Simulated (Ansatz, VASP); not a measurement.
# Two plane-wave programs on Pd

The input INCAR:

```
PREC     = Accurate       # precision mode
ENCUT    = 520            # plane-wave cutoff, eV
EDIFF    = 1E-6           # SCF threshold, eV
ISMEAR   = 0              # smearing method
SIGMA    = 0.15           # smearing width, eV
LREAL    = F              # projectors in reciprocal space
LASPH    = T              # aspherical terms in the spheres
NELM     = 60             # most SCF steps
ALGO     = Fast           # electronic algorithm
ISIF     = 2              # what is computed and relaxed
LWAVE    = F              # write WAVECAR
LCHARG   = T              # write CHGCAR
GGA      = PE             # functional
LELF     = T              # ELF
LVHAR    = T            
NBANDS   = 11             # bands
```

KPOINTS

```
Automatic mesh
0
Gamma
  20 20 20
```

The input POSCAR:

```
Pd
1.0
    0.0000000000      2.0226960000      2.0226960000
    2.0226960000      0.0000000000      2.0226960000
    2.0226960000      2.0226960000      0.0000000000
Pd
1
Direct
    0.0000000000      0.0000000000      0.0000000000
```

Input for Ansatz:

```yaml
crystal:
  lattice:
    - [0.0, 2.022696, 2.022696]
    - [2.022696, 0.0, 2.022696]
    - [2.022696, 2.022696, 0.0]
  atoms:
    - { symbol: Pd, position: [0.0, 0.0, 0.0] }
basis:
  ecutwfc: 420
kpoints:
  mp_grid: { grid: [20, 20, 20] }
hamiltonian:
  xc: pbe
scf:
  occupations: { method: gaussian, width: 0.15 }
output:
  forces: true
  stress: true
  eigenvalues: true
```

Change from the starting cell: strain +0.040 along x and y, +0.040 along z, atoms carried along.

Alike in both runs: task single point; functional PBE; k mesh 20 × 20 × 20; occupations gaussian, width 0.15 eV; no spin polarisation.

|  | VASP | Ansatz |
| --- | --- | --- |
| version | VASP 6.6.1 | Ansatz 0.2.0 |
| potentials or method | VASP PAW PBE potentials, release 64 (Pd), cutoff 520 eV | scalar-relativistic, plane waves, PAW |
| valence electrons in the cell | 10 | 18 |

|  | VASP | Ansatz | Ansatz less VASP |
| --- | --- | --- | --- |
| gap on the k mesh at the Fermi level (eV) | none | none | - |
| pressure (GPa) | -10.5 | -10.4 | +0.16 |

A gap of «none» marks a metal or a gap that the smearing closes. VASP's potentials hold 10 valence electrons a cell and Ansatz's 18, so a difference there can come from the potentials and not from the codes.
